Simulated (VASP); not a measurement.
# Ta3N (I4/mmm) in VASP: a series of runs

The runs below take Ta3N through single point, relaxation of cell and atoms, with r2SCAN.

All numbers are computed with VASP 6.6.1; they aren't measurements. Logs are shortened: lines on timing, memory, paths and dates and some standing lists are left out, and cuts for length are marked.

**1. The cell of the first run**

Symmetry: I4/mmm, No. 139, tetragonal system. Conventional cell: a = 3.775 Å, b = 3.775 Å, c = 8.433 Å, α = 90.00°, β = 90.00°, γ = 90.00°. Ta (site symmetry 4/mmm) has 4 N at 2.67 Å and 8 Ta at 2.83 Å within 3.5 Å. Ta (site symmetry -4m2) has 8 Ta at 2.67 to 2.83 Å and 4 N at 2.83 Å within 3.5 Å. Within 3.5 Å of N (site symmetry 4/mmm) lie 12 Ta at 2.67 to 2.83 Å.

**2. Single point, r2SCAN, collinear spin**

The input, POSCAR:

```
Ta3N
1.0
   -1.8876571203      1.8876571203      4.2165847362
    1.8876571203     -1.8876571203      4.2165847362
    1.8876571203      1.8876571203     -4.2165847362
Ta N
3 1
Direct
    0.5000000000      0.5000000000      0.0000000000
    0.2500000000      0.7500000000      0.5000000000
    0.7500000000      0.2500000000      0.5000000000
    0.0000000000      0.0000000000      0.0000000000
```

The input, INCAR.step1:

```
PREC     = Accurate       # precision mode
ENCUT    = 520            # plane-wave cutoff, eV
ISMEAR   = 0              # smearing method
SIGMA    = 0.1            # smearing width, eV
LREAL    = False          # projectors in reciprocal space
LASPH    = True           # aspherical terms in the spheres
NELM     = 150            # most SCF steps
ISPIN    = 2              # spin polarisation
MAGMOM   = 1 1 1 0        # initial moments
LMAXMIX  = 4              # l up to which the mixer works
NBANDS   = 31             # bands
GGA      = PE             # functional
ALGO     = Normal         # electronic algorithm
EDIFF    = 1E-4           # SCF threshold, eV
LWAVE    = True           # write WAVECAR
LCHARG   = False          # write CHGCAR
```

The input, INCAR.step2:

```
PREC     = Accurate       # precision mode
ENCUT    = 520            # plane-wave cutoff, eV
EDIFF    = 1E-6           # SCF threshold, eV
ISMEAR   = 0              # smearing method
SIGMA    = 0.1            # smearing width, eV
LREAL    = False          # projectors in reciprocal space
LASPH    = True           # aspherical terms in the spheres
NELM     = 150            # most SCF steps
ALGO     = Normal         # electronic algorithm
ISIF     = 2              # what is computed and relaxed
LWAVE    = False          # write WAVECAR
LCHARG   = False          # write CHGCAR
ISPIN    = 2              # spin polarisation
MAGMOM   = 1 1 1 0        # initial moments
LORBIT   = 11             # projections on sites
LMAXMIX  = 4              # l up to which the mixer works
METAGGA  = R2SCAN         # meta-GGA
LMIXTAU  = True         
NBANDS   = 31             # bands
ISTART   = 1
```

The input, KPOINTS:

```
regular mesh
0
Gamma
  6 6 6
```

Potentials or basis: VASP PAW PBE potentials, release 64 (Ta_pv, N).

Started as:

```bash
$ cat potpaw_PBE.64/Ta_pv/POTCAR potpaw_PBE.64/N/POTCAR > POTCAR
$ cp INCAR.step1 INCAR
$ mpirun -np 1 vasp_std > vasp.out
$ cp INCAR.step2 INCAR
$ mpirun -np 1 vasp_std > vasp.out
```

OUTCAR:

```text
PREC = Accurate
   ENCUT = 520
   EDIFF = 1E-6
   ISMEAR = 0
   LREAL = False
   LASPH = True
   NELM = 150
   ISIF = 2
   ISPIN = 2
   LORBIT = 11
   METAGGA = R2SCAN
   ISTART = 1

 ion  position               nearest neighbor table
   1  0.500  0.500  0.000-   4 2.67   4 2.67   4 2.67   4 2.67   3 2.83   2 2.83   3 2.83   3 2.83
                             2 2.83   2 2.83   3 2.83   2 2.83
   2  0.250  0.750  0.500-   3 2.67   3 2.67   3 2.67   3 2.67   1 2.83   1 2.83   1 2.83   1 2.83

   3  0.750  0.250  0.500-   2 2.67   2 2.67   2 2.67   2 2.67   1 2.83   1 2.83   1 2.83   1 2.83

   4  0.000  0.000  0.000-   1 2.67   1 2.67   1 2.67   1 2.67

  LATTYP: Found a body centered tetragonal cell.
 ALAT       =     3.7753142406
 C/A-ratio  =     2.2337662337

  Lattice vectors:

 A1 = (  -1.8876571203,   1.8876571203,   4.2165847362)
 A2 = (   1.8876571203,  -1.8876571203,   4.2165847362)
 A3 = (   1.8876571203,   1.8876571203,  -4.2165847362)

Analysis of symmetry for initial positions (statically):
=====================================================================
 Subroutine PRICEL returns:
 Original cell was already a primitive cell.

 Routine SETGRP: Setting up the symmetry group for a
 body centered tetragonal supercell.

 Subroutine GETGRP returns: Found 16 space group operations
 (whereof 16 operations were pure point group operations)
 out of a pool of 16 trial point group operations.

The static configuration has the point symmetry D_4h.

Analysis of symmetry for dynamics (positions and initial velocities):
=====================================================================
 Subroutine PRICEL returns:
 Original cell was already a primitive cell.

 Routine SETGRP: Setting up the symmetry group for a
 body centered tetragonal supercell.

 Subroutine GETGRP returns: Found 16 space group operations
 (whereof 16 operations were pure point group operations)
 out of a pool of 16 trial point group operations.

The dynamic configuration has the point symmetry D_4h.

Analysis of structural, dynamic, and magnetic symmetry:
=====================================================================
 Subroutine PRICEL returns:
 Original cell was already a primitive cell.

 Routine SETGRP: Setting up the symmetry group for a
 body centered tetragonal supercell.

 Subroutine GETGRP returns: Found 16 space group operations
 (whereof 16 operations were pure point group operations)
 out of a pool of 16 trial point group operations.

The overall configuration has the point symmetry D_4h.

[... 131 lines left out ...]
   LEPSILON=     F    determine dielectric tensor
   LRPA    =     F    only Hartree local field effects (RPA)
 spin polarized calculation
 Gauss-broadening in eV      SIGMA  =   0.10
  energy-cutoff  :      520.00
  volume of cell :       60.10
 maximum number of plane-waves:      1630
 NGX is ok and might be reduce to    40
   NGX = 19   NGY = 19   NGZ = 19

 number of electron      38.0000004 magnetization      -0.0000001

 number of electron      38.0000004 magnetization       0.0000004

 Free energy of the ion-electron system (eV)
  ---------------------------------------------------
  ext. energy  EPLUGINS =         0.00000000
  ---------------------------------------------------
  free energy    TOTEN  =      -150.90389462 eV

  energy without entropy =     -150.89064874  energy(sigma->0) =     -150.89727168

 E-fermi :   6.2040     XC(G=0): -13.6855

 val. band max:        6.1925260768   @ k =  -0.3333   0.3333   0.1667
 cond. band min:       6.2242438480   @ k =  -0.1667   0.1667   0.1667
 fundamental gap:      0.0317177712
 Fermi energy:         6.2040113009

 spin component 1

 k-point     1 :       0.0000    0.0000    0.0000
  band No.  band energies     occupation
      1     -29.8497      1.00000
      2     -29.7905      1.00000
      3     -29.7905      1.00000
      4     -29.3172      1.00000
      5     -29.3172      1.00000
      6     -29.0080      1.00000
[... 805 lines left out ...]
     30      13.4851      0.00000
     31      15.5805      0.00000

 [... further k-points ...]

 spin component 2

 k-point     1 :       0.0000    0.0000    0.0000
  band No.  band energies     occupation
      1     -29.8497      1.00000
      2     -29.7905      1.00000
      3     -29.7905      1.00000
      4     -29.3172      1.00000
      5     -29.3172      1.00000
      6     -29.0080      1.00000
[... 805 lines left out ...]
     30      13.4851      0.00000
     31      15.5805      0.00000

 [... further k-points ...]

------------------------ aborting loop because EDIFF is reached ----------------------------------------

  FORCE on cell =-STRESS in cart. coord.  units (eV):
  Direction    XX          YY          ZZ          XY          YZ          ZX
  --------------------------------------------------------------------------------------
  -------------------------------------------------------------------------------------
  Total        1.2606891      1.2606891      2.9246297      0.0000000      0.0000000      0.0000000
  in kB       33.6086858     33.6086858     77.9676465      0.0000000      0.0000000      0.0000000
  external PRESSURE =      48.3950060 kB  Pullay stress =       0.0000000 kB

 VOLUME and BASIS-vectors are now :
 -----------------------------------------------------------------------------
  energy-cutoff  :      520.00
  volume of cell :       60.10
      direct lattice vectors                 reciprocal lattice vectors
    -1.887657120  1.887657120  4.216584736     0.000000000  0.264878613  0.118579379
     1.887657120 -1.887657120  4.216584736     0.264878613  0.000000000  0.118579379
     1.887657120  1.887657120 -4.216584736     0.264878613  0.264878613  0.000000000

 POSITION                                       TOTAL-FORCE (eV/Angst)
 -----------------------------------------------------------------------------------
      0.00000      0.00000      4.21658        -0.000000     -0.000000      0.000000
      1.88766      0.00000      2.10829         0.000000     -0.000000     -0.000000
      0.00000      1.88766      2.10829         0.000000      0.000000      0.000000
      0.00000      0.00000      0.00000        -0.000000     -0.000000      0.000000
 -----------------------------------------------------------------------------------
    total drift:                               -0.000000     -0.000000      0.000000

  FREE ENERGIE OF THE ION-ELECTRON SYSTEM (eV)
  ---------------------------------------------------
  free  energy   TOTEN  =      -150.9038946154 eV

  energy  without entropy=     -150.8906487375  energy(sigma->0) =     -150.89727168

 total charge

# of ion       s       p       d       tot
------------------------------------------
    1        0.368   6.137   2.495   9.000
    2        0.413   6.148   2.579   9.140
    3        0.413   6.148   2.579   9.140
    4        1.324   2.121   0.000   3.445
--------------------------------------------------
tot          2.519  20.554   7.652  30.725

 magnetization (x)

# of ion       s       p       d       tot
------------------------------------------
    1        0.000   0.000   0.000   0.000
    2       -0.000   0.000   0.000  -0.000
    3       -0.000   0.000   0.000  -0.000
    4        0.000   0.000   0.000   0.000
--------------------------------------------------
tot         -0.000   0.000   0.000   0.000
```

OUTCAR.step1:

```text
PREC = Accurate
   ENCUT = 520
   ISMEAR = 0
   LREAL = False
   LASPH = True
[... 1887 lines left out ...]
      0.00000      0.00000      4.21658        -0.000000      0.000000     -0.000000
      1.88766      0.00000      2.10829         0.000000     -0.000000      0.000000
      0.00000      1.88766      2.10829        -0.000000      0.000000     -0.000000
      0.00000      0.00000      0.00000        -0.000000      0.000000     -0.000000
 -----------------------------------------------------------------------------------
    total drift:                               -0.000000     -0.000000      0.000000

  FREE ENERGIE OF THE ION-ELECTRON SYSTEM (eV)
  ---------------------------------------------------
  free  energy   TOTEN  =       -39.8450388848 eV

  energy  without entropy=      -39.8300175851  energy(sigma->0) =      -39.83752823
```

OSZICAR.step1:

```text
N       E                     dE             d eps       ncg     rms          rms(c)
DAV:   1     0.345594081005E+03    0.34559E+03   -0.20184E+04  3728   0.126E+03
DAV:   2    -0.260591549737E+02   -0.37165E+03   -0.35806E+03  4220   0.389E+02
DAV:   3    -0.412448440324E+02   -0.15186E+02   -0.14776E+02  4440   0.745E+01
DAV:   4    -0.414406544392E+02   -0.19581E+00   -0.19543E+00  4022   0.848E+00
DAV:   5    -0.414422546160E+02   -0.16002E-02   -0.16001E-02  4359   0.732E-01    0.252E+01
DAV:   6    -0.405489916096E+02    0.89326E+00   -0.53560E+00  4468   0.150E+01    0.138E+01
DAV:   7    -0.400377795865E+02    0.51121E+00   -0.23085E+00  4526   0.781E+00    0.828E+00
DAV:   8    -0.398491252190E+02    0.18865E+00   -0.73368E-01  4373   0.560E+00    0.122E+00
DAV:   9    -0.398455134089E+02    0.36118E-02   -0.86722E-02  4071   0.248E+00    0.535E-01
DAV:  10    -0.398450098018E+02    0.50361E-03   -0.50268E-03  4134   0.432E-01    0.333E-01
DAV:  11    -0.398450388848E+02   -0.29083E-04   -0.98639E-04  4478   0.205E-01
   1 F= -.39845039E+02 E0= -.39837528E+02  d E =-.150213E-01  mag=    -0.0000
```

Wall time 18 min (1 thread of Intel Xeon 8259CL, shared host); peak memory 0.36 GiB.

Results:

| Quantity | Value |
| --- | --- |
| Free energy | -150.9039 eV |
| Pressure | 4.8 GPa |
| Band gap on the k mesh | zero (filled and empty bands overlap) |
| Net moment | 0.00 μB per cell |
| Valence electrons inside the program's atomic spheres | Ta 9.00, 9.14 (each value once); N 3.44 |

Caveat: the cell stands under pressure; the PAW data sets were made with another functional, which shifts forces and pressure a little; spin-orbit coupling is left out, which moves the levels of the heavy elements.

**3. Relaxation of cell and atoms, r2SCAN**

POSCAR is that of step 2.

The input, INCAR.step1:

```
PREC     = Accurate       # precision mode
ENCUT    = 600            # plane-wave cutoff, eV
ISMEAR   = 0              # smearing method
SIGMA    = 0.1            # smearing width, eV
LREAL    = False          # projectors in reciprocal space
LASPH    = True           # aspherical terms in the spheres
NELM     = 60             # most SCF steps
GGA      = PE             # functional
ALGO     = Normal         # electronic algorithm
EDIFF    = 1E-4           # SCF threshold, eV
LWAVE    = True           # write WAVECAR
LCHARG   = False          # write CHGCAR
```

The input, INCAR.step2:

```
PREC     = Accurate       # precision mode
ENCUT    = 600            # plane-wave cutoff, eV
EDIFF    = 1E-6           # SCF threshold, eV
ISMEAR   = 0              # smearing method
SIGMA    = 0.1            # smearing width, eV
LREAL    = False          # projectors in reciprocal space
LASPH    = True           # aspherical terms in the spheres
NELM     = 60             # most SCF steps
ALGO     = Normal         # electronic algorithm
ISIF     = 3              # what is computed and relaxed
LWAVE    = False          # write WAVECAR
LCHARG   = False          # write CHGCAR
METAGGA  = R2SCAN         # meta-GGA
LMIXTAU  = True         
IBRION   = 2              # ionic algorithm
NSW      = 90             # ionic steps
EDIFFG   = -0.04          # ionic threshold
ISTART   = 1
```

KPOINTS is that of step 2.

Potentials or basis: VASP PAW PBE potentials, release 64 (Ta_pv, N).

Started as:

```bash
$ cat potpaw_PBE.64/Ta_pv/POTCAR potpaw_PBE.64/N/POTCAR > POTCAR
$ cp INCAR.step1 INCAR
$ mpirun -np 1 vasp_std > vasp.out
$ cp INCAR.step2 INCAR
$ mpirun -np 1 vasp_std > vasp.out
```

Wall time 50 min (1 thread of Intel Xeon 8259CL, shared host); peak memory 0.29 GiB.

The run converged. Its results:

| Property | Result |
| --- | --- |
| Free energy | -151.1625 eV |
| Relaxed volume | 15.30 Å³/atom |
| Relaxed cell | a = 5.418 Å, b = 5.418 Å, c = 5.418 Å, α = 141.49°, β = 141.49°, γ = 55.59° |
| Space group after relaxing (to 0.1 Å) | I4/mmm (No. 139) |
| Energy gained by relaxing | 64.5 meV/atom |
| Ionic steps | 12 |
| Pressure after relaxing | -0.3 GPa |
| Band gap on the k mesh | zero (bands 19 and 20 overlap by 1.87 eV) |

Stress tensor (GPa, compression positive):
```
-0.39  0.00  0.00
 0.00 -0.39  0.00
 0.00  0.00  0.00
```

The path:
```
step  energy change (eV)  largest force (eV/Å)  pressure (GPa)  volume (Å³)
   1              0.0000                0.0000            4.84        60.10
   2              0.0149                0.0000           -6.97        64.12
   3             -0.0308                0.0000           -0.80        61.88
   4             -0.0506                0.0000           -0.83        61.81
   5             -0.1434                0.0000           -1.06        61.50
   6             -0.2547                0.0000            1.90        60.54
   7             -0.2554                0.0000            1.44        60.64
   8             -0.2555                0.0000            1.66        60.59
   9             -0.2278                0.0000           -3.82        62.58
  10             -0.2578                0.0000            0.34        61.04
  11             -0.2578                0.0000            0.38        61.02
  12             -0.2580                0.0000           -0.26        61.19
```

Final structure:
```
Ta N
1.0
    -1.78658    1.78658    4.79269
     1.78658   -1.78658    4.79269
     1.78658    1.78658   -4.79269
Ta N
3 1
Direct
  0.50000 0.50000 0.00000
  0.25000 0.75000 0.50000
  0.75000 0.25000 0.50000
  0.00000 0.00000 0.00000
```

Levels at points of the mesh, in eV from the Fermi level:
```
           k point  band 17  band 18  band 19  band 20  band 21  band 22
(0.00, 0.00, 0.00)    -2.05    -1.41     0.33     0.33     0.42     0.42
(0.50, 0.00, 0.00)    -0.19    -0.06     0.49     1.11     1.39     1.55
(0.50, 0.50, 0.00)    -1.33    -0.92    -0.68     1.33     2.75     2.80
(0.50, 0.50, 0.50)    -2.58    -2.58    -2.47    -0.25     1.86     1.89
```

Caveat: the PAW data sets were made with another functional, which shifts forces and pressure a little; spin-orbit coupling is left out, which moves the levels of the heavy elements.
